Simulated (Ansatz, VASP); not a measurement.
# Two plane-wave programs on SiF5

```
Si F
1.0
     4.98748   -0.03804   -0.01715
     0.06978    7.79572   -0.04631
     0.13011    3.83043    6.82528
Si F
2 10
Direct
  0.45609 0.33191 0.33199
  0.54656 0.66709 0.66780
  0.35254 0.30942 0.15394
  0.35280 0.53145 0.31336
  0.34960 0.15547 0.52915
  0.77246 0.33163 0.33040
  0.92593 0.94331 0.96877
  0.06085 0.06165 0.03230
  0.65311 0.84362 0.47072
  0.64977 0.68956 0.84594
  0.65010 0.46761 0.68641
  0.23019 0.66727 0.66923
```

Change from the starting cell: the structure that the rattled cell fell into.

Alike in both runs: functional PBE; k mesh 6 × 4 × 4; occupations gaussian, width 0.02 eV; no spin polarisation.

Ansatz relaxed the structure, and its values are those at the end. VASP's run is a single point on that final structure, the one shown.

|  | VASP | Ansatz |
| --- | --- | --- |
| version | VASP 6.6.1 | Ansatz 0.2.0 |
| potentials or method | VASP PAW PBE potentials, release 64 (Si, F), cutoff 520 eV | scalar-relativistic, plane waves, PAW |
| valence electrons in the cell | 78 | 78 |

VASP gave:

```
gap on the k mesh at the Fermi level (eV) : 3.52
least direct gap on the mesh (eV)         : 3.53
pressure (GPa)                            : 0.4
rms of the force components (eV/Å)        : 0.144
```

Estimate Ansatz's values.

gap on the k mesh at the Fermi level (eV): 3.59; least direct gap on the mesh (eV): 3.59; pressure (GPa): 0.0; rms of the force components (eV/Å): 0.001.

One of these differences is far larger than is usual between the two programs; its cause wasn't traced. With one functional, cell and mesh, what is left measures potentials, basis and numerics.
